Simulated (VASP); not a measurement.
Write the native input for VASP 6.6.1 that does the following.

| Quantity | Value |
| --- | --- |
| Task | single point |
| Functional | LDA |
| Potentials or basis | VASP PAW LDA potentials, release 64 (Pb_d) |
| Cutoff | 520 eV |
| k mesh | 6 × 6 × 4 |
| Occupations | methfessel-paxton, width 0.097 eV |
| Spin | no spin polarisation |
| Dipole correction | no |
| Further INCAR settings | ALGO = Normal; EDIFF = 1e-07; NBANDS = 21 |

The structure of Pb lies in POSCAR:

```
Pb
1.0
    3.4715901269      0.0000000000      0.0000000000
   -1.7357950634      3.0064852414      0.0000000000
    0.0000000000      0.0000000000      5.9973895700
Pb
2
Direct
    0.3333333333      0.6666666667      0.2500000000
    0.6666666667      0.3333333333      0.7500000000
```

These files were run (other wordings do the same):

INCAR

```
SYSTEM = Pb
PREC = Accurate ; ENCUT = 520
EDIFF = 1E-7 ; ISMEAR = 1
SIGMA = 0.097 ; LREAL = .False.
LASPH = .True. ; NELM = 100
ALGO = Normal ; ISIF = 2
LWAVE = .False. ; LCHARG = .False.
GGA = CA ; NBANDS = 21
```

KPOINTS

```
Automatic mesh
0
Gamma
  6 6 4
  0 0 0
```

Potentials or basis: VASP PAW LDA potentials, release 64 (Pb_d).

Command:

```bash
$ cat potpaw_LDA.64/Pb_d/POTCAR > POTCAR
$ mpirun -np 1 vasp_std > vasp.out
```

Results of the run:

- Pressure: -2.8 GPa
- Band gap on the k mesh: zero (band 14 reaches 12.61 eV, above the bottom of band 15 at 4.97 eV)

Caveat: spin-orbit coupling is left out, which moves the levels of the heavy elements.

Wall time 16 s on 1 thread of Intel Xeon 6975P-C, on a shared host, peak memory 0.16 GiB.
